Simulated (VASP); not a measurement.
Here is a VASP 6.6.1 calculation.

The input INCAR:

```
SYSTEM = CdS
PREC     = Accurate       ! precision mode
ENCUT    = 500            ! plane-wave cutoff, eV
EDIFF    = 1E-6           ! SCF threshold, eV
ISMEAR   = 0              ! smearing method
SIGMA    = 0.01           ! smearing width, eV
LREAL    = .FALSE.        ! projectors in reciprocal space
LASPH    = .TRUE.         ! aspherical terms in the spheres
NELM     = 120            ! most SCF steps
ALGO     = Normal         ! electronic algorithm
ISIF     = 2              ! what is computed and relaxed
LWAVE    = .FALSE.        ! write WAVECAR
LCHARG   = .FALSE.        ! write CHGCAR
GGA      = PE             ! functional
NBANDS   = 26             ! bands
GGA_COMPAT= .FALSE.
```

Contents of KPOINTS:

```
regular mesh
0
G
  4 4 2
  0 0 0
```

Contents of POSCAR:

```
CdS
1.0
    4.1465700000     -0.0383400000      0.0088800000
   -2.1064900000      3.6102900000      0.0157900000
    0.0144200000      0.0379300000      6.6997500000
Cd S
2 2
Direct
    0.3356000000      0.6513100000      0.0098000000
    0.6353900000      0.3258200000      0.4968700000
    0.3943400000      0.6938500000      0.3849000000
    0.6800500000      0.3472600000      0.8919100000
```

Potentials or basis: VASP PAW PBE potentials, release 64 (Cd, S).

Run with:

```console
$ cat potpaw_PBE.64/Cd/POTCAR potpaw_PBE.64/S/POTCAR > POTCAR
$ mpirun -np 1 vasp_std > vasp.out
```

(1) Estimate the largest force.

(2) Predict the pressure.

(3) What does it give for the band gap on the k mesh?

Results:

(1) 1.547 eV/Å.

(2) 4.1 GPa.

(3) 1.24 eV, direct.

Caveat: the k points lie up to 0.47 Å⁻¹ apart; forces of over 1 eV/Å act on the atoms, so gaps and moduli don't describe the material at rest.
